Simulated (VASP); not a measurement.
Write the native input for VASP 6.6.1 that does the following.

```
Task                   : single point
Functional             : LDA
Potentials or basis    : VASP PAW LDA potentials, release 64 (W_sv, C_h)
Cutoff                 : 1300 eV
k mesh                 : 10 × 10 × 8
Occupations            : gaussian, width 0.05 eV
Spin                   : no spin polarisation
Dipole correction      : no
Further INCAR settings : ALGO = Normal; EDIFF = 1e-06; NBANDS = 16
```

The structure of WC lies in POSCAR:

```
WC
1.0
    2.9060368151      0.0000000000      0.0000000000
   -1.4530184076      2.5167017062      0.0000000000
    0.0000000000      0.0000000000      2.8250301770
W C
1 1
Direct
    0.0000000000      0.0000000000      0.0000000000
    0.6666666667      0.3333333333      0.5000000000
```

These files were run (other wordings do the same):

INCAR

```
ALGO = Normal
EDIFF = 1E-6
ENCUT = 1300
GGA_COMPAT = F
ISIF = 2
ISMEAR = 0
LASPH = T
LCHARG = F
LREAL = F
LWAVE = F
NBANDS = 16
NELM = 120
PREC = Accurate
SIGMA = 0.05
```

KPOINTS

```
k-points
0
Gamma
  10 10 8
```

Potentials or basis: VASP PAW LDA potentials, release 64 (W_sv, C_h).

Launch:

```bash
$ cat potpaw_LDA.64/W_sv/POTCAR potpaw_LDA.64/C_h/POTCAR > POTCAR
$ mpirun -np 1 vasp_std > vasp.out
```

It gave:

```
Pressure               : -5.6 GPa
Band gap on the k mesh : zero (bands 9 and 10 overlap by 1.20 eV)
```

Caveat: the cell stands under tension; spin-orbit coupling is left out, which moves the levels of the heavy elements.

Wall time 48 s on 1 thread of Intel(R) Xeon(R) Platinum 8259CL CPU @ 2.50GHz (Skylake/Cascade Lake), on a shared host, peak memory 0.25 GiB.
